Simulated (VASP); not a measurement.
# ZnNi (P4/mmm) in VASP: further runs, part 2 of 2

VASP 6.6.1. The steps go on from the part before.

**5. Relaxation of cell and atoms, LDA**

Contents of INCAR:

```
PREC = Accurate
ENCUT = 600
EDIFF = 1E-6
ISMEAR = -1
SIGMA = 0.15
LREAL = False
LASPH = True
NELM = 60
ALGO = Fast
ISIF = 3
LWAVE = False
LCHARG = False
IBRION = 2
NSW = 80
EDIFFG = -0.001
```

Contents of KPOINTS:

```
Automatic mesh
0
Gamma
  16 16 14
```

Contents of POSCAR:

```
ZnNi
1.0
    2.6338521845      0.0000000000      0.0000000000
    0.0000000000      2.6338521845      0.0000000000
    0.0000000000      0.0000000000      3.1841450343
Zn Ni
1 1
Direct
    0.5000000000      0.5000000000      0.5000000000
    0.0000000000      0.0000000000      0.0000000000
```

Potentials or basis: VASP PAW LDA potentials, release 64 (Zn, Ni).

Launch:

```console
$ cat potpaw_LDA.64/Zn/POTCAR potpaw_LDA.64/Ni/POTCAR > POTCAR
$ mpirun -np 1 vasp_std > vasp.out
```

OUTCAR:

```text
PREC = Accurate
   ENCUT = 600
   EDIFF = 1E-6
   ISMEAR = -1
   LREAL = False
   LASPH = True
   NELM = 60
   ISIF = 3
   IBRION = 2
   NSW = 80
   EDIFFG = -0.001

 ion  position               nearest neighbor table
   1  0.500  0.500  0.500-   2 2.45   2 2.45   2 2.45   2 2.45   2 2.45   2 2.45   2 2.45   2 2.45

   2  0.000  0.000  0.000-   1 2.45   1 2.45   1 2.45   1 2.45   1 2.45   1 2.45   1 2.45   1 2.45

  LATTYP: Found a simple tetragonal cell.
 ALAT       =     2.6338521845
 C/A-ratio  =     1.2089308022

  Lattice vectors:

 A1 = (   2.6338521845,   0.0000000000,   0.0000000000)
 A2 = (   0.0000000000,   2.6338521845,   0.0000000000)
 A3 = (   0.0000000000,   0.0000000000,   3.1841450343)

Analysis of symmetry for initial positions (statically):
=====================================================================
 Subroutine PRICEL returns:
 Original cell was already a primitive cell.

 Routine SETGRP: Setting up the symmetry group for a
 simple tetragonal supercell.

 Subroutine GETGRP returns: Found 16 space group operations
 (whereof 16 operations were pure point group operations)
 out of a pool of 16 trial point group operations.

The static configuration has the point symmetry D_4h.

Analysis of symmetry for dynamics (positions and initial velocities):
[... 272 lines left out ...]

------------------------ aborting loop because EDIFF is reached ----------------------------------------
[... 67 lines left out ...]
--------------------------------------- Ionic step       26  -------------------------------------------

 number of electron      22.0000001 magnetization

 Free energy of the ion-electron system (eV)
  ---------------------------------------------------
  ext. energy  EPLUGINS =         0.00000000
  ---------------------------------------------------
  free energy    TOTEN  =        -9.08125926 eV

  energy without entropy =       -9.02905910  energy(sigma->0) =       -9.05515918

 E-fermi :   6.7013     XC(G=0): -13.5604

 val. band max:        6.6985874298   @ k =   0.4375   0.4375   0.1429
 cond. band min:       6.7158961357   @ k =   0.4375   0.0000   0.3571
 fundamental gap:      0.0173087058
 Fermi energy:         6.7013412234

 k-point     1 :       0.0000    0.0000    0.0000
  band No.  band energies     occupation
      1      -3.9813      2.00000
      2      -1.3463      2.00000
      3      -1.2477      2.00000
      4      -0.3456      2.00000
      5      -0.3456      2.00000
      6      -0.1232      2.00000
      7       4.1110      2.00000
      8       4.3535      2.00000
      9       5.7157      1.99720
     10       5.7157      1.99720
     11       5.9962      1.98199
     12      10.0028      0.00000
     13      16.5527      0.00000
     14      16.8852      0.00000
[... 401 lines left out ...]
      2      -0.8191      2.00000
      3      -0.7877      2.00000
      4      -0.7466      2.00000
      5      -0.3301      2.00000
      6       1.6536      2.00000
      7       2.6683      2.00000
      8       4.3567      2.00000
      9       4.4158      2.00000
     10       5.2849      1.99984
     11       5.5642      1.99898
     12       7.1510      0.09503
     13      17.8931      0.00000
     14      18.3235      0.00000
     15      18.9969      0.00000

 [... further k-points ...]
[... 5 lines left out ...]
  --------------------------------------------------------------------------------------
  -------------------------------------------------------------------------------------
  Total       -0.0018106     -0.0018106      0.0018798      0.0000000      0.0000000      0.0000000
  in kB       -0.1305678     -0.1305678      0.1355635      0.0000000      0.0000000      0.0000000
  external PRESSURE =      -0.0418574 kB  Pullay stress =       0.0000000 kB
[... 17 lines left out ...]
  FREE ENERGIE OF THE ION-ELECTRON SYSTEM (eV)
  ---------------------------------------------------
  free  energy   TOTEN  =        -9.0812592586 eV

  energy  without entropy=       -9.0290591020  energy(sigma->0) =       -9.05515918

 reached required accuracy - stopping structural energy minimisation
```

OSZICAR:

```text
N       E                     dE             d eps       ncg     rms          rms(c)
DAV:   1     0.100123536101E+03    0.10012E+03   -0.12103E+04 11232   0.253E+03
DAV:   2    -0.707481887093E+01   -0.10720E+03   -0.10417E+03 10940   0.327E+02
DAV:   3    -0.100673281082E+02   -0.29925E+01   -0.29743E+01 13131   0.707E+01
[... 130 lines left out ...]
RMM:   2    -0.908125919347E+01    0.25966E-09   -0.14732E-08  2206   0.205E-03
  25 F= -.90812592E+01 E0= -.90551601E+01  d E =-.551559E-07
       N       E                     dE             d eps       ncg     rms          rms(c)
DAV:   1    -0.908125925787E+01   -0.64137E-07   -0.17502E-07  5442   0.804E-03    0.105E-03
RMM:   2    -0.908125925864E+01   -0.77489E-09   -0.87063E-08  5248   0.450E-03
  26 F= -.90812593E+01 E0= -.90551592E+01  d E =-.120328E-06
```

CONTCAR:

```text
ZnNi
   1.00000000000000
     2.6388237302155200    0.0000000000000000    0.0000000000000000
     0.0000000000000000    2.6388237302155200   -0.0000000000000000
     0.0000000000000000    0.0000000000000000    3.1905400130869364
  Zn              Ni
     1     1
Direct
     0.5000000000000000    0.5000000000000000    0.5000000000000000
     0.0000000000000000    0.0000000000000000    0.0000000000000000

  0.00000000E+00  0.00000000E+00  0.00000000E+00
  0.00000000E+00  0.00000000E+00  0.00000000E+00
```

Wall time 7.7 min (1 thread of AMD EPYC 9R45 (Zen 5), shared host); peak memory 0.26 GiB.

What came out:

| Quantity | Value |
| --- | --- |
| Free energy | -9.0813 eV |
| Relaxed volume | 11.11 Å³/atom |
| Relaxed cell | a = 2.639 Å, b = 2.639 Å, c = 3.191 Å, α = 90.00°, β = 90.00°, γ = 90.00° |
| Space group after relaxing (to 0.05 Å) | P4/mmm (No. 123) |
| Energy gained by relaxing | 0.2 meV/atom |
| Ionic steps | 26 |
| Pressure after relaxing | 0.0 GPa |
| Band gap on the k mesh | zero (band 11 reaches 12.35 eV, above the bottom of band 12 at 5.79 eV) |

Step by step:
```csv
step,energy change (eV),largest force (eV/Å),pressure (GPa),volume (Å³)
1,0.0000,0.0000,1.24,22.09
2,0.0000,0.0000,-1.43,22.36
3,-0.0005,0.0000,-0.35,22.23
4,-0.0005,0.0000,0.40,22.20
5,-0.0005,0.0000,-0.02,22.22
6,-0.0005,0.0000,0.14,22.21
7,-0.0005,0.0000,0.02,22.22
8,-0.0005,0.0000,-0.51,22.22
9,-0.0005,0.0000,0.37,22.22
10,-0.0005,0.0000,0.15,22.22
11,-0.0005,0.0000,0.03,22.22
12,-0.0005,0.0000,0.04,22.22
13,-0.0005,0.0000,0.03,22.22
14,-0.0005,0.0000,-0.01,22.22
15,-0.0005,0.0000,0.05,22.22
16,-0.0005,0.0000,0.06,22.22
17,-0.0005,0.0000,0.06,22.22
18,-0.0005,0.0000,0.06,22.22
19,-0.0005,0.0000,0.06,22.22
20,-0.0005,0.0000,0.06,22.22
21,-0.0005,0.0000,0.06,22.22
22,-0.0005,0.0000,0.06,22.22
23,-0.0005,0.0000,0.06,22.22
24,-0.0005,0.0000,0.06,22.22
25,-0.0005,0.0000,0.04,22.22
26,-0.0005,0.0000,0.00,22.22
```

Final structure:
```cif
data_structure
_symmetry_space_group_name_H-M 'P 1'
_symmetry_Int_Tables_number 1
_cell_length_a 2.6388
_cell_length_b 2.6388
_cell_length_c 3.1905
_cell_angle_alpha 90.000
_cell_angle_beta 90.000
_cell_angle_gamma 90.000
_cell_volume 22.22
loop_
_atom_site_label
_atom_site_type_symbol
_atom_site_fract_x
_atom_site_fract_y
_atom_site_fract_z
_atom_site_occupancy
Zn1 Zn 0.50000 0.50000 0.50000 1
Ni1 Ni 0.00000 0.00000 0.00000 1
```

Levels at points of the mesh, in eV from the Fermi level:
| k point | band 9 | band 10 | band 11 | band 12 | band 13 | band 14 |
| --- | --- | --- | --- | --- | --- | --- |
| (0.00, 0.00, 0.00) | -0.99 | -0.99 | -0.71 | 3.30 | 9.85 | 10.18 |
| (0.50, 0.00, 0.00) | -2.48 | -1.52 | -1.08 | 0.45 | 11.00 | 11.22 |
| (0.50, 0.50, 0.00) | -1.45 | -0.47 | -0.47 | -0.29 | 5.18 | 5.75 |
| (0.00, 0.00, 0.50) | -1.49 | -1.49 | -1.09 | -0.75 | 14.83 | 14.83 |
| (0.50, 0.00, 0.50) | -1.55 | -1.19 | -1.02 | -0.80 | 3.34 | 3.88 |
| (0.50, 0.50, 0.50) | -0.88 | -0.28 | 5.65 | 5.73 | 5.73 | 5.76 |

**6. Overview**

```tsv
task	cell	cutoff (eV)	smearing	gap on the mesh (eV)	pressure (GPa)	relaxed volume (Å³/atom)
single point	a = 2.634, b = 2.634, c = 3.184 Å, 2 atoms	520	gaussian 0.1 eV	none	1.1	-
single point	a = 2.632, b = 2.632, c = 3.193 Å, 2 atoms	520	fermi-dirac 0.15 eV	none	1.1	-
relaxation of cell and atoms	relaxed from a = 2.634, b = 2.634, c = 3.184 Å, 2 atoms	600	gaussian 0.1 eV	none	0.0	11.10
relaxation of cell and atoms	relaxed from a = 2.634, b = 2.634, c = 3.184 Å, 2 atoms	600	fermi-dirac 0.15 eV	none	0.0	11.11
```

Alike in all rows: level LDA; potentials or basis VASP PAW LDA potentials, release 64 (Zn, Ni); no spin polarisation; k mesh 16 × 16 × 14.

Total energies depend on the potentials used, so only differences within one code and one set of settings carry meaning.
